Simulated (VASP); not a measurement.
# BN (Fmm2) in VASP: notebook

BN is run at these levels: PBE; tasks: single point.

All numbers are computed with VASP 6.6.1; they aren't measurements. Logs are shortened: lines on timing, memory, paths and dates and some standing lists are left out, and cuts for length are marked.

### Step 1. The cell of the first run

It takes space group Fmm2 (No. 42, orthorhombic). Conventional cell: a = 2.503 Å, b = 6.991 Å, c = 4.332 Å, α = 90.00°, β = 90.00°, γ = 90.00°. B (site symmetry mm2) has 3 N at 1.44 Å within 1.9 Å. N (site symmetry mm2) has 3 B at 1.44 Å within 1.9 Å.

### Step 2. Single point, PBE

Input file INCAR:

```
ALGO = Normal ; EDIFF = 1E-6
ENCUT = 520 ; GGA = PE
ISIF = 2 ; ISMEAR = 0
LASPH = True ; LCHARG = False
LREAL = False ; LWAVE = False
NBANDS = 11 ; NELM = 100
PREC = Accurate ; SIGMA = 0.02
```

Input file KPOINTS:

```
k-points
0
Gamma
  6 6 6
```

Input file POSCAR:

```
BN
1.0
    0.0000000000      3.4953158300      2.1660912400
    1.2516321000      0.0000000000      2.1660912400
    1.2516321000      3.4953158300      0.0000000000
B N
1 1
Direct
    0.0000486500      0.0000486500      0.9999513500
    0.6666513400      0.6666513400      0.3333486600
```

Potentials or basis: VASP PAW PBE potentials, release 64 (B, N).

On the command line:

```console
> cat potpaw_PBE.64/B/POTCAR potpaw_PBE.64/N/POTCAR > POTCAR
> mpirun -np 1 vasp_std > vasp.out
```

OUTCAR:

```text
EDIFF = 1E-6
   ENCUT = 520
   GGA = PE
   ISIF = 2
   ISMEAR = 0
   LASPH = True
   LREAL = False
   NELM = 100
   PREC = Accurate

 ion  position               nearest neighbor table
   1  0.000  0.000  1.000-   2 1.44   2 1.44   2 1.44
   2  0.667  0.667  0.333-   1 1.44   1 1.44   1 1.44

  LATTYP: Found a face centered orthorhombic cell.
 ALAT       =     2.5032642000
 B/A-ratio  =     1.7306133647
 C/A-ratio  =     2.7926064137

  Lattice vectors:

 A1 = (   0.0000000000,   3.4953158300,   2.1660912400)
 A2 = (  -1.2516321000,   3.4953158300,   0.0000000000)
 A3 = (  -1.2516321000,   0.0000000000,   2.1660912400)

Analysis of symmetry for initial positions (statically):
=====================================================================
 Subroutine PRICEL returns:
 Original cell was already a primitive cell.

 Routine SETGRP: Setting up the symmetry group for a
 face centered orthorhombic supercell.

 Subroutine GETGRP returns: Found  4 space group operations
 (whereof  4 operations were pure point group operations)
 out of a pool of  8 trial point group operations.

The static configuration has the point symmetry C_2v.

Analysis of symmetry for dynamics (positions and initial velocities):
=====================================================================
 Subroutine PRICEL returns:
 Original cell was already a primitive cell.

 Routine SETGRP: Setting up the symmetry group for a
 face centered orthorhombic supercell.

 Subroutine GETGRP returns: Found  4 space group operations
 (whereof  4 operations were pure point group operations)
 out of a pool of  8 trial point group operations.

The dynamic configuration has the point symmetry C_2v.

 Subroutine INISYM returns: Found  4 space group operations
 (whereof  4 operations are pure point group operations),
 and found     1 'primitive' translations

----------------------------------------------------------------------------------------

                                     Primitive cell

  volume of cell :      18.9526

  direct lattice vectors                    reciprocal lattice vectors
     0.000000000  3.495315830  2.166091240    -0.399478409  0.143048590  0.230830535
     1.251632100  0.000000000  2.166091240     0.399478409 -0.143048590  0.230830535
     1.251632100  3.495315830  0.000000000     0.399478409  0.143048590 -0.230830535

  length of vectors
     4.112077822  2.501706252  3.712656147     0.483041027  0.483041027  0.483041027

  position of ions in fractional coordinates (direct lattice)
     0.000048650  0.000048650  0.999951350
     0.666651340  0.666651340  0.333348660

  ion indices of the primitive-cell ions
   primitive index   ion index
                 1           1
                 2           2

----------------------------------------------------------------------------------------

 KPOINTS: k-points

Automatic generation of k-mesh.
 Grid dimensions read from file:
 generate k-points for:    6    6    6

 Generating k-lattice:

  Cartesian coordinates                     Fractional coordinates (reciprocal lattice)
    -0.066579735  0.023841432  0.038471756     0.166666667  0.000000000  0.000000000
     0.066579735 -0.023841432  0.038471756     0.000000000  0.166666667  0.000000000
     0.066579735  0.023841432 -0.038471756     0.000000000  0.000000000  0.166666667

  Length of vectors
     0.080506838  0.080506838  0.080506838

  Shift w.r.t. Gamma in fractional coordinates (k-lattice)
     0.000000000  0.000000000  0.000000000

 Subroutine IBZKPT returns following result:
 ===========================================

 Found     46 irreducible k-points:

 Following reciprocal coordinates:
            Coordinates               Weight
  0.000000  0.000000  0.000000      1.000000
  0.166667  0.000000 -0.000000      8.000000
  0.333333  0.000000  0.000000      8.000000
  0.500000  0.000000  0.000000      4.000000
  0.166667  0.166667  0.000000      2.000000
  0.333333  0.166667  0.000000      8.000000
[... 16 lines left out ...]
 -0.166667  0.166667  0.166667      8.000000
  0.500000  0.333333  0.166667      4.000000
 [... further k-points ...]
   k-points           NKPTS =     46   k-points in BZ     NKDIM =     46   number of bands    NBANDS=     11
   number of dos      NEDOS =    301   number of ions     NIONS =      2
   total plane-waves  NPLWV =  17920
   dimension x,y,z NGX =    32 NGY =   20 NGZ =   28
   dimension x,y,z NGXF=    64 NGYF=   40 NGZF=   56
   ions per type =               1   1
   NGX,Y,Z   is equivalent  to a cutoff of  12.94, 13.29, 12.54 a.u.
   NGXF,Y,Z  is equivalent  to a cutoff of  25.87, 26.58, 25.08 a.u.
 SYSTEM =  unknown system
   PREC   = accura    normal or accurate (medium, high low for compatibility)
   ISTART =      0    job   : 0-new  1-cont  2-samecut
   ICHARG =      2    charge: 1-file 2-atom 10-const
   ISPIN  =      1    spin polarized calculation?
   LNONCOLLINEAR =      F non collinear calculations
   LSORBIT =      F    spin-orbit coupling
   LASPH  =      T    aspherical Exc in radial PAW
   ENCUT  =  520.0 eV  38.22 Ry    6.18 a.u.   7.65  4.65  6.90*2*pi/ulx,y,z
   NELM   =    100;   NELMIN=  2; NELMDL= -5     # of ELM steps
   EDIFF  = 0.1E-05   stopping-criterion for ELM
   LREAL  =      F    real-space projection
   EDIFFG = 0.1E-04   stopping-criterion for IOM
   NSW    =      0    number of steps for IOM
   IBRION =     -1    ionic relax: 0-MD 1-quasi-New 2-CG
   NFREE  =      0    steps in history (QN), initial steepest desc. (CG)
   ISIF   =      2    stress and relaxation
   ISYM   =      2    0-nonsym 1-usesym 2-fastsym
   POTIM  = 0.5000    time-step for ionic-motion
   TEBEG  =    0.0;   TEEND  =   0.0 temperature during run
   PSTRESS=    0.0 pullay stress
   NELECT =       8.0000    total number of electrons
   NUPDOWN=      -1.0000    fix difference up-down
   EMIN   =  10.00;   EMAX   =-10.00  energy-range for DOS
   EFERMI =   0.00;   METHOD = LEGACY
   ISMEAR =     0;   SIGMA  =   0.02  broadening in eV -4-tet -1-fermi 0-gaus
   EFERMI_NEDOS =   21; number of points for ismear=-14 and -15
   IALGO  =     38    algorithm
   IMIX   =      4    mixing-type and parameters
     AMIX     =   0.40;   BMIX     =  1.00
     AMIX_MAG =   1.60;   BMIX_MAG =  1.00
  volume/ion in A,a.u.               =       9.48        63.95
  Fermi-wavevector in a.u.,A,eV,Ry     =   1.228047  2.320672 20.518928  1.508099
  Thomas-Fermi vector in A             =   2.362987
   LORBIT       =      0    0 simple, 1 ext, 2 COOP (PROOUT), +10 PAW based schemes
   GGA     = PE    functional components
   LHFCALC =     F    Hartree Fock is set to
   AEXX    =    0.0000 exact exchange contribution
   IVDW    =     0    specifies the selected vdW correction
   LEPSILON=     F    determine dielectric tensor
   LRPA    =     F    only Hartree local field effects (RPA)
 non-spin polarized calculation
 Gauss-broadening in eV      SIGMA  =   0.02
  energy-cutoff  :      520.00
  volume of cell :       18.95
 maximum number of plane-waves:       522
 NGX is ok and might be reduce to    32
   NGX = 15   NGY =  9   NGZ = 13

 number of electron       8.0000000 magnetization

 Free energy of the ion-electron system (eV)
  ---------------------------------------------------
  ext. energy  EPLUGINS =         0.00000000
  ---------------------------------------------------
  free energy    TOTEN  =       -17.58648133 eV

  energy without entropy =      -17.58648133  energy(sigma->0) =      -17.58648133

 E-fermi :   2.1885     XC(G=0):  -9.7396

 val. band max:        1.9815400585   @ k =   0.5000  -0.3333   0.1667
 cond. band min:       5.8264781821   @ k =   0.0000   0.5000   0.5000
 fundamental gap:      3.8449381236
 Fermi energy:         2.1885402475

 k-point     1 :       0.0000    0.0000    0.0000
  band No.  band energies     occupation
      1     -15.8875      2.00000
      2      -2.5002      2.00000
      3       0.5606      2.00000
      4       0.5676      2.00000
      5       6.8408      0.00000
      6      13.4917      0.00000
      7      13.5509      0.00000
      8      14.9521      0.00000
      9      16.4111      0.00000
     10      27.5801      0.00000
     11      28.7310      0.00000

 k-point     2 :       0.1667    0.0000   -0.0000
  band No.  band energies     occupation
      1     -15.3413      2.00000
      2      -1.9661      2.00000
      3      -1.4034      2.00000
      4      -0.3266      2.00000
      5       7.9881      0.00000
      6      13.1434      0.00000
      7      13.3201      0.00000
      8      15.7119      0.00000
      9      17.9589      0.00000
     10      24.4291      0.00000
     11      28.3450      0.00000

 k-point     3 :       0.3333    0.0000    0.0000
  band No.  band energies     occupation
      1     -13.8783      2.00000
      2      -4.9805      2.00000
      3      -1.6839      2.00000
      4      -0.4079      2.00000
      5       8.8511      0.00000
      6      11.0472      0.00000
      7      13.3187      0.00000
      8      19.7829      0.00000
      9      20.5350      0.00000
     10      21.2351      0.00000
     11      25.9341      0.00000

 k-point     4 :       0.5000    0.0000    0.0000
  band No.  band energies     occupation
      1     -12.6986      2.00000
      2      -7.0082      2.00000
      3      -2.2375      2.00000
      4       0.9688      2.00000
      5       6.6121      0.00000
      6      11.7983      0.00000
      7      15.3101      0.00000
      8      17.5889      0.00000
      9      21.6932      0.00000
     10      23.7383      0.00000
     11      25.1249      0.00000

 k-point     5 :       0.1667    0.1667    0.0000
  band No.  band energies     occupation
      1     -15.3525      2.00000
      2      -1.8281      2.00000
      3      -1.4437      2.00000
      4      -0.3208      2.00000
      5       7.7458      0.00000
      6      13.2894      0.00000
      7      13.3657      0.00000
      8      15.7604      0.00000
      9      17.7842      0.00000
     10      26.2689      0.00000
     11      27.2291      0.00000
[... 211 lines left out ...]
 k-point    21 :       0.5000    0.1667    0.1667
  band No.  band energies     occupation
      1     -14.2749      2.00000
      2      -3.6313      2.00000
      3      -2.0310      2.00000
      4      -1.3282      2.00000
      5       9.7210      0.00000
      6      12.3962      0.00000
      7      14.3468      0.00000
      8      16.5473      0.00000
      9      20.0085      0.00000
     10      21.7938      0.00000
     11      26.0312      0.00000

 k-point    22 :      -0.3333    0.1667    0.1667
  band No.  band energies     occupation
      1     -12.7688      2.00000
      2      -6.1867      2.00000
      3      -3.4022      2.00000
      4       0.6001      2.00000
      5       7.3426      0.00000
      6      13.8128      0.00000
      7      15.2418      0.00000
      8      17.1794      0.00000
      9      19.8939      0.00000
     10      22.4649      0.00000
     11      23.7565      0.00000

 k-point    23 :      -0.1667    0.1667    0.1667
  band No.  band energies     occupation
      1     -12.8229      2.00000
      2      -6.1663      2.00000
      3      -3.3892      2.00000
      4       1.1252      2.00000
      5       7.2528      0.00000
      6      12.3613      0.00000
      7      15.1000      0.00000
      8      16.4711      0.00000
      9      19.7929      0.00000
     10      23.3963      0.00000
     11      24.4752      0.00000

 k-point    24 :       0.5000    0.3333    0.1667
  band No.  band energies     occupation
      1     -13.8767      2.00000
      2      -5.0192      2.00000
      3      -1.6874      2.00000
      4      -0.3896      2.00000
      5       9.2037      0.00000
      6      11.0709      0.00000
      7      13.4329      0.00000
      8      18.5660      0.00000
      9      20.5640      0.00000
     10      22.6461      0.00000
     11      25.2060      0.00000

 [... further k-points ...]
[... 5 lines left out ...]
  --------------------------------------------------------------------------------------
  -------------------------------------------------------------------------------------
  Total        0.4848699      0.1907151      0.4895729      0.0000000      0.0000000      0.0000000
  in kB       40.9888709     16.1222518     41.3864431      0.0000000      0.0000000      0.0000000
  external PRESSURE =      32.8325219 kB  Pullay stress =       0.0000000 kB

 VOLUME and BASIS-vectors are now :
 -----------------------------------------------------------------------------
  energy-cutoff  :      520.00
  volume of cell :       18.95
      direct lattice vectors                 reciprocal lattice vectors
     0.000000000  3.495315830  2.166091240    -0.399478409  0.143048590  0.230830535
     1.251632100  0.000000000  2.166091240     0.399478409 -0.143048590  0.230830535
     1.251632100  3.495315830  0.000000000     0.399478409  0.143048590 -0.230830535

 POSITION                                       TOTAL-FORCE (eV/Angst)
 -----------------------------------------------------------------------------------
      1.25163      3.49532      0.00021         0.000000      0.000000      0.009277
      1.25163      3.49532      2.88806         0.000000      0.000000     -0.009277
 -----------------------------------------------------------------------------------
    total drift:                                0.000006     -0.000011     -0.000060

  FREE ENERGIE OF THE ION-ELECTRON SYSTEM (eV)
  ---------------------------------------------------
  free  energy   TOTEN  =       -17.5864813298 eV

  energy  without entropy=      -17.5864813298  energy(sigma->0) =      -17.58648133
```

Run time: 9.6 s. Hardware: 1 thread of Intel Xeon Platinum 8488C (Sapphire Rapids), shared host; peak memory 0.14 GiB.

What came out:

```
Free energy            : -17.5865 eV
Pressure               : 3.3 GPa
Largest force          : 0.009 eV/Å
Band gap on the k mesh : 3.85 eV, indirect (least direct gap 4.55 eV)
```

Forces on the atoms (eV/Å):
```
B    0.000  0.000  0.009
N    0.000  0.000 -0.009
```

Stress tensor (GPa, compression positive):
```
4.10 0.00 0.00
0.00 1.61 0.00
0.00 0.00 4.14
```

Caveat: the k points lie up to 0.51 Å⁻¹ apart. A hybrid or GW would open this gap; PBE tends to underestimate it.

### Step 3. Single point, PBE

Input file INCAR:

```
SYSTEM = BN
  ALGO = Normal
  EDIFF = 1E-7
  ENCUT = 520
  GGA = PE
  ISIF = 2
  ISMEAR = 0
  LASPH = .True.
  LCHARG = .False.
  LREAL = .False.
  LWAVE = .False.
  NBANDS = 11
  NELM = 80
  PREC = Accurate
  SIGMA = 0.02
```

Input file KPOINTS:

```
k-points
0
Gamma
  8 8 8
  0 0 0
```

POSCAR is that of step 2.

Potentials or basis: VASP PAW PBE potentials, release 64 (B, N).

On the command line:

```console
> cat potpaw_PBE.64/B/POTCAR potpaw_PBE.64/N/POTCAR > POTCAR
> mpirun -np 1 vasp_std > vasp.out
```

Wall time 18 s (1 thread of Intel Xeon Platinum 8488C (Sapphire Rapids), shared host); peak memory 0.15 GiB.

Results (log left out):

* Free energy: -17.5867 eV
* Pressure: 3.3 GPa
* Largest force: 0.010 eV/Å
* Band gap on the k mesh: 3.82 eV, indirect (least direct gap 4.80 eV)

Forces on the atoms (eV/Å):
```
B    0.000  0.000  0.010
N    0.000  0.000 -0.010
```

Stress tensor (GPa, compression positive):
```
4.12 0.00 0.00
0.00 1.60 0.00
0.00 0.00 4.17
```

Levels at points of the mesh, in eV from the valence-band top:
```tsv
k point	band 2	band 3	band 4	band 5	band 6	band 7
(0.00, 0.00, 0.00)	-4.50	-1.44	-1.44	4.84	11.49	11.55
(0.50, 0.00, 0.00)	-9.01	-4.24	-1.04	4.61	9.79	13.31
(0.50, 0.50, 0.00)	-9.10	-4.24	-0.55	5.74	9.38	12.22
(0.50, 0.00, 0.50)	-6.14	-1.46	-1.44	9.55	11.44	11.51
(0.00, 0.50, 0.50)	-8.92	-4.28	-1.48	3.82	9.87	14.48
```

### Step 4. Single point, PBE

Input file INCAR:

```
SYSTEM = BN
  ALGO = Normal
  EDIFF = 1E-7
  ENCUT = 520
  GGA = PE
  ISIF = 2
  ISMEAR = 0
  LASPH = .TRUE.
  LCHARG = .TRUE.
  LELF = .TRUE.
  LREAL = .FALSE.
  LVHAR = .TRUE.
  LWAVE = .FALSE.
  NBANDS = 11
  NELM = 60
  PREC = Accurate
  SIGMA = 0.02
```

Input file KPOINTS:

```
k-points
0
G
  10 10 10
  0 0 0
```

POSCAR is that of step 3.

On the command line:

```console
> cat potpaw_PBE.64/B/POTCAR potpaw_PBE.64/N/POTCAR > POTCAR
> mpirun -np 1 vasp_std > vasp.out
```

Run time: 25 s. Hardware: 1 thread of Intel Xeon Platinum 8488C (Sapphire Rapids), shared host; peak memory 0.16 GiB.

The run converged. Its results:

```yaml
Free_energy: -17.5868 eV
Pressure: 3.3 GPa
Largest_force: 0.010 eV/Å
Band_gap_on_the_k_mesh: 3.90 eV, indirect (least direct gap 4.75 eV)
```

Forces in eV/Å, atoms in the order of the input:
```
B    0.000  0.000  0.010
N    0.000  0.000 -0.010
```

Stress tensor (GPa, compression positive):
```
4.12 0.00 0.00
0.00 1.60 0.00
0.00 0.00 4.17
```

Levels at points of the mesh, in eV from the valence-band top:
| k point | band 1 | band 2 | band 3 | band 4 | band 5 | band 6 | band 7 | band 8 | band 9 |
| --- | --- | --- | --- | --- | --- | --- | --- | --- | --- |
| (0.00, 0.00, 0.00) | -17.81 | -4.43 | -1.37 | -1.36 | 4.92 | 11.57 | 11.63 | 13.03 | 14.49 |
| (0.50, 0.00, 0.00) | -14.62 | -8.93 | -4.16 | -0.96 | 4.69 | 9.87 | 13.38 | 15.66 | 19.77 |
| (0.50, 0.50, 0.00) | -14.67 | -9.02 | -4.16 | -0.47 | 5.82 | 9.46 | 12.30 | 13.76 | 19.48 |
| (0.50, 0.00, 0.50) | -17.62 | -6.06 | -1.38 | -1.36 | 9.63 | 11.52 | 11.59 | 11.95 | 15.74 |
| (0.00, 0.50, 0.50) | -14.57 | -8.84 | -4.20 | -1.40 | 3.90 | 9.95 | 14.56 | 18.54 | 19.46 |

A k mesh can miss the band edges.

### Step 5. Single point, PBE

Input file INCAR:

```
SYSTEM = BN
ALGO = Normal
EDIFF = 1E-6
ENCUT = 520
GGA = PE
ISIF = 2
ISMEAR = 0
LASPH = .True.
LCHARG = .True.
LELF = .True.
LREAL = .False.
LVHAR = .True.
LWAVE = .False.
NBANDS = 11
NELM = 80
PREC = Accurate
SIGMA = 0.2
```

Input file KPOINTS:

```
k-points
0
Gamma
  12 12 12
  0 0 0
```

POSCAR is that of step 4.

On the command line:

```console
> cat potpaw_PBE.64/B/POTCAR potpaw_PBE.64/N/POTCAR > POTCAR
> mpirun -np 1 vasp_std > vasp.out
```

Wall time 48 s (1 thread of Intel Xeon Platinum 8488C (Sapphire Rapids), shared host); peak memory 0.18 GiB.

Results (log left out):

```yaml
Free_energy: -17.5868 eV
Pressure: 3.3 GPa
Largest_force: 0.010 eV/Å
Band_gap_on_the_k_mesh: 3.85 eV, indirect (least direct gap 4.55 eV)
```

Forces on the atoms (eV/Å):
```
B    0.000  0.000  0.010
N    0.000  0.000 -0.010
```

Stress tensor (GPa, compression positive):
```
4.12 0.00 0.00
0.00 1.60 0.00
0.00 0.00 4.17
```

Levels at points of the mesh, in eV from the valence-band top:
```csv
k point,band 1,band 2,band 3,band 4,band 5,band 6,band 7,band 8
"(0.00, 0.00, 0.00)",-17.87,-4.48,-1.42,-1.41,4.86,11.51,11.57,12.97
"(0.50, 0.00, 0.00)",-14.68,-8.99,-4.22,-1.01,4.63,9.82,13.33,15.61
"(0.50, 0.50, 0.00)",-14.72,-9.08,-4.21,-0.52,5.77,9.41,12.24,13.70
"(0.50, 0.00, 0.50)",-17.67,-6.12,-1.44,-1.41,9.58,11.46,11.53,11.90
"(0.00, 0.50, 0.50)",-14.62,-8.89,-4.25,-1.46,3.85,9.89,14.50,18.48
```

### Step 6. Summary

```tsv
k mesh	smearing	gap on the mesh (eV)	pressure (GPa)	largest force (eV/Å)
6 × 6 × 6	gaussian 0.02 eV	3.85	3.3	0.01
8 × 8 × 8	gaussian 0.02 eV	3.82	3.3	0.01
10 × 10 × 10	gaussian 0.02 eV	3.90	3.3	0.01
12 × 12 × 12	gaussian 0.2 eV	3.85	3.3	0.01
```

Alike in all rows: task single point; level PBE; potentials or basis VASP PAW PBE potentials, release 64 (B, N); no spin polarisation; cell as given; cutoff (eV) 520.

Caveats: some runs use coarse meshes.

Total energies depend on the potentials used, so only differences within one code and one set of settings carry meaning.
